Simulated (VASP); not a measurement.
Wanted: the native input for a VASP 6.6.1 run.

```
Task                   : single point
Functional             : r2SCAN
Potentials or basis    : VASP PAW PBE potentials, release 64 (Au)
Cutoff                 : 520 eV
k mesh                 : 10 × 10 × 6
Occupations            : fermi-dirac, width 0.05 eV
Spin                   : no spin polarisation
Dipole correction      : no
Further INCAR settings : ALGO = Normal; EDIFF = 1e-06; NBANDS = 18
```

Crystal: Au.

```xyz
2
Lattice="2.8155 0.0000 0.0000 -0.0130 2.8202 0.0000 -1.1379 -1.1854 4.9240" Properties=species:S:1:pos:R:3 pbc="T T T"
Au    1.5740    1.5533    1.3495
Au    0.0907    0.0815    3.5746
```

These files were run (other wordings do the same):

POSCAR

```
Au
1.0
    2.8154890579      0.0000000000      0.0000000000
   -0.0129553469      2.8201795887      0.0000000000
   -1.1378916452     -1.1854109603      4.9240140333
Au
2
Direct
    0.6728620000      0.6659620000      0.2740550000
    0.3271380000      0.3340380000      0.7259450000
```

INCAR.step1

```
SYSTEM = Au
PREC = Accurate ; ENCUT = 520
ISMEAR = -1 ; SIGMA = 0.05
LREAL = .False. ; LASPH = .True.
NELM = 60 ; NBANDS = 18
GGA = PE ; ALGO = Normal
EDIFF = 1E-4 ; LWAVE = .True.
LCHARG = .False.
```

INCAR.step2

```
SYSTEM = Au
PREC = Accurate ; ENCUT = 520
EDIFF = 1E-6 ; ISMEAR = -1
SIGMA = 0.05 ; LREAL = .False.
LASPH = .True. ; NELM = 60
ALGO = Normal ; ISIF = 2
LWAVE = .False. ; LCHARG = .True.
METAGGA = R2SCAN ; LMIXTAU = .True.
LELF = .True. ; LVHAR = .True.
NBANDS = 18 ; ISTART = 1
```

KPOINTS

```
regular mesh
0
Gamma
  10 10 6
  0 0 0
```

Potentials or basis: VASP PAW PBE potentials, release 64 (Au).

The run is started by

```sh
$ cat potpaw_PBE.64/Au/POTCAR > POTCAR
$ cp INCAR.step1 INCAR
$ mpirun -np 1 vasp_std > vasp.out
$ cp INCAR.step2 INCAR
$ mpirun -np 1 vasp_std > vasp.out
```

It gave:

```yaml
Pressure: -3.9 GPa
Largest_force: 0.048 eV/Å
Band_gap_on_the_k_mesh: zero (bands 11 and 12 overlap by 5.46 eV)
```

Caveat: the cell stands under tension; the PAW data sets were made with another functional, which shifts forces and pressure a little; spin-orbit coupling is left out, which moves the levels of the heavy elements.

Wall time 7.2 min on 1 thread of Intel Xeon 8259CL (shared host), peak memory 0.31 GiB.
